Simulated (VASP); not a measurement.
Input of a VASP 6.6.1 run:

INCAR

```
  ALGO = Normal
  EDIFF = 1E-6
  EDIFFG = -0.04
  ENCUT = 600
  GGA = PE
  IBRION = 2
  ISIF = 3
  ISMEAR = 0
  LASPH = True
  LCHARG = False
  LREAL = False
  LWAVE = False
  NELM = 100
  NSW = 90
  PREC = Accurate
  SIGMA = 0.1
```

The input KPOINTS:

```
k-points
0
Gamma
  6 6 2
```

POSCAR

```
YSc2Pt2
1.0
    3.4833583508      0.0000000000      0.0000000000
   -1.7416791754      3.0166768222      0.0000000000
    0.0000000000      0.0000000000      9.1074494249
Y Sc Pt
1 2 2
Direct
    0.0000000000      0.0000000000      0.0000000000
    0.3333333333      0.6666666667      0.1410000000
    0.6666666667      0.3333333333      0.8590000000
    0.3333333333      0.6666666667      0.6670000000
    0.6666666667      0.3333333333      0.3330000000
```

Potentials or basis: VASP PAW PBE potentials, release 64 (Y_sv, Sc_sv, Pt).

Command:

```console
$ cat potpaw_PBE.64/Y_sv/POTCAR potpaw_PBE.64/Sc_sv/POTCAR potpaw_PBE.64/Pt/POTCAR > POTCAR
$ mpirun -np 1 vasp_std > vasp.out
```

Task: Estimate the space group after relaxing (to 0.1 Å).

Result: P-3m1 (No. 164).

Task: Estimate the relaxed cell.

Result: a = 4.749 Å, b = 4.749 Å, c = 5.658 Å, α = 90.00°, β = 90.00°, γ = 120.00°.

Task: Predict the band gap on the k mesh.

Result: Zero (an odd number of electrons rules out a gap without spin polarisation).

Forces on the atoms (eV/Å):
```
Y    0.000  0.000  0.000
Sc   0.000  0.000  0.036
Sc   0.000  0.000 -0.036
Pt   0.000  0.000 -0.017
Pt   0.000  0.000  0.017
```

Caveat: spin-orbit coupling is left out, which moves the levels of the heavy elements.
